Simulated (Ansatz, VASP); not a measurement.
# Al2BP3: VASP beside Ansatz

Contents of INCAR:

```
  PREC = Accurate
  ENCUT = 600
  EDIFF = 1E-7
  ISMEAR = 0
  SIGMA = 0.02
  LREAL = False
  LASPH = True
  NELM = 60
  ALGO = Normal
  ISIF = 3
  LWAVE = False
  LCHARG = False
  GGA = PE
  IBRION = 2
  NSW = 100
  EDIFFG = -0.01
```

File KPOINTS:

```
Automatic mesh
0
Gamma
  10 10 10
```

The input POSCAR:

```
Al2BP3
1.0
   -1.8114234209      1.8114234209      8.0424843087
    1.8114234209     -1.8114234209      8.0424843087
    1.8114234209      1.8114234209     -8.0424843087
Al B P
2 1 3
Direct
    0.8406411993      0.8406411993      0.0000000000
    0.1593588007      0.1593588007      0.0000000000
    0.5000000000      0.5000000000      0.0000000000
    0.5669263342      0.0669263342      0.5000000000
    0.2500000000      0.7500000000      0.5000000000
    0.9330736658      0.4330736658      0.5000000000
```

Input for Ansatz:

```yaml
crystal:
  lattice:
    - [-1.8114234209, 1.8114234209, 8.0424843087]
    - [1.8114234209, -1.8114234209, 8.0424843087]
    - [1.8114234209, 1.8114234209, -8.0424843087]
  atoms:
    - { symbol: Al, position: [0.8406411993, 0.8406411993, 0.0] }
    - { symbol: Al, position: [0.1593588007, 0.1593588007, 0.0] }
    - { symbol: B, position: [0.5, 0.5, 0.0] }
    - { symbol: P, position: [0.5669263342, 0.0669263342, 0.5] }
    - { symbol: P, position: [0.25, 0.75, 0.5] }
    - { symbol: P, position: [0.9330736658, 0.4330736658, 0.5] }
basis:
  ecutwfc: 420
kpoints:
  mp_grid: { grid: [10, 10, 10] }
hamiltonian:
  xc: pbe
scf:
  occupations: { method: gaussian, width: 0.02 }
output:
  forces: true
  stress: true
  eigenvalues: true
relax:
  adjacent_minimum: "off"
  f_tol: 0.01
  max_steps: 80
  cell: { stress_tol: 0.05 }
```

Alike in both runs: task relaxation of cell and atoms; functional PBE; k mesh 10 × 10 × 10; occupations gaussian, width 0.02 eV; no spin polarisation.

```csv
,VASP,Ansatz
version,VASP 6.6.1,Ansatz 0.2.0
potentials or method,"VASP PAW PBE potentials, release 64 (Al, B, P), cutoff 600 eV","scalar-relativistic, plane waves, PAW"
valence electrons in the cell,24,24
```

Ansatz gave:

```
gap on the k mesh at the Fermi level, each at its own relaxed structure (eV) : 0.90
relaxed volume (Å³/atom)                                                     : 17.62
relaxed cell length with the largest relative difference (Å)                 : 8.453
```

Q: Which values does VASP return?

A: gap on the k mesh at the Fermi level, each at its own relaxed structure (eV): 0.90; relaxed volume (Å³/atom): 17.62; relaxed cell length with the largest relative difference (Å): 8.449.
